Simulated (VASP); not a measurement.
Input of a VASP 6.6.1 run:

File INCAR:

```
PREC     = Accurate       # precision mode
ENCUT    = 520            # plane-wave cutoff, eV
EDIFF    = 1E-7           # SCF threshold, eV
ISMEAR   = -1             # smearing method
SIGMA    = 0.05           # smearing width, eV
LREAL    = False          # projectors in reciprocal space
LASPH    = True           # aspherical terms in the spheres
NELM     = 80             # most SCF steps
ALGO     = Normal         # electronic algorithm
ISIF     = 2              # what is computed and relaxed
LWAVE    = False          # write WAVECAR
LCHARG   = False          # write CHGCAR
GGA      = RE             # functional
NBANDS   = 18             # bands
```

KPOINTS

```
Automatic mesh
0
Gamma
  10 10 10
```

The input POSCAR:

```
TiAl3
1.0
   -1.9111067713      1.9111067713      4.2806687947
    1.9111067713     -1.9111067713      4.2806687947
    1.9111067713      1.9111067713     -4.2806687947
Ti Al
1 3
Direct
    0.0000000000      0.0000000000      0.0000000000
    0.2500000000      0.7500000000      0.5000000000
    0.7500000000      0.2500000000      0.5000000000
    0.5000000000      0.5000000000      0.0000000000
```

Potentials or basis: VASP PAW PBE potentials, release 64 (Ti_sv, Al).

The run is started by

```sh
$ cat potpaw_PBE.64/Ti_sv/POTCAR potpaw_PBE.64/Al/POTCAR > POTCAR
$ mpirun -np 1 vasp_std > vasp.out
```

Problem. Predict the pressure.

Solution. 3.8 GPa.

Stress tensor (GPa, compression positive):
```
3.87 0.00 0.00
0.00 3.87 0.00
0.00 0.00 3.51
```

Caveat: the PAW data sets were made with another functional, which shifts forces and pressure a little.
